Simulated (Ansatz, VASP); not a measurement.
## Two plane-wave programs on Mg

Contents of INCAR:

```
SYSTEM = Mg
ALGO = Fast
EDIFF = 1E-6
ENCUT = 520
GGA = PS
ISIF = 2
ISMEAR = 0
LASPH = .TRUE.
LCHARG = .TRUE.
LELF = .TRUE.
LREAL = .FALSE.
LVHAR = .TRUE.
LWAVE = .FALSE.
NBANDS = 7
NELM = 100
PREC = Accurate
SIGMA = 0.15
```

The input KPOINTS:

```
k-points
0
G
  24 24 24
  0 0 0
```

File POSCAR:

```
Mg
1.0
   -1.7072168988      1.7072168988      1.6360828613
    1.7072168988     -1.7072168988      1.6360828613
    1.7072168988      1.7072168988     -1.6360828613
Mg
1
Direct
    0.0000000000      0.0000000000      0.0000000000
```

Input for Ansatz:

```yaml
crystal:
  lattice:
    - [-1.7072168988, 1.7072168988, 1.6360828613]
    - [1.7072168988, -1.7072168988, 1.6360828613]
    - [1.7072168988, 1.7072168988, -1.6360828613]
  atoms:
    - { symbol: Mg, position: [0.0, 0.0, 0.0] }
basis:
  ecutwfc: 420
kpoints:
  mp_grid: { grid: [24, 24, 24] }
hamiltonian:
  xc: pbesol
scf:
  occupations: { method: gaussian, width: 0.15 }
output:
  forces: true
  stress: true
  eigenvalues: true
```

Change from the starting cell: strain -0.040 along x and y, -0.080 along z, atoms carried along.

Alike in both runs: task single point; functional PBEsol; k mesh 24 × 24 × 24; occupations gaussian, width 0.15 eV; no spin polarisation.

```csv
,VASP,Ansatz
version,VASP 6.6.1,Ansatz 0.2.0
potentials or method,"VASP PAW PBE potentials, release 64 (Mg), cutoff 520 eV","scalar-relativistic, plane waves, PAW"
valence electrons in the cell,2,10
```

Ansatz gave:

| Item | Value |
| --- | --- |
| gap on the k mesh at the Fermi level (eV) | none |
| pressure (GPa) | 8.3 |
| traceless stress, the component that is largest in VASP (GPa) | 0.33 |

Task: Which values does VASP return?

Result: gap on the k mesh at the Fermi level (eV): none; pressure (GPa): 8.4; traceless stress, the component that is largest in VASP (GPa): 0.34.

VASP's potentials were made for PBE, not for PBEsol. A gap of «none» marks a metal or a gap that the smearing closes. VASP's potentials hold 2 valence electrons a cell and Ansatz's 10, so a difference there can come from the potentials and not from the codes.
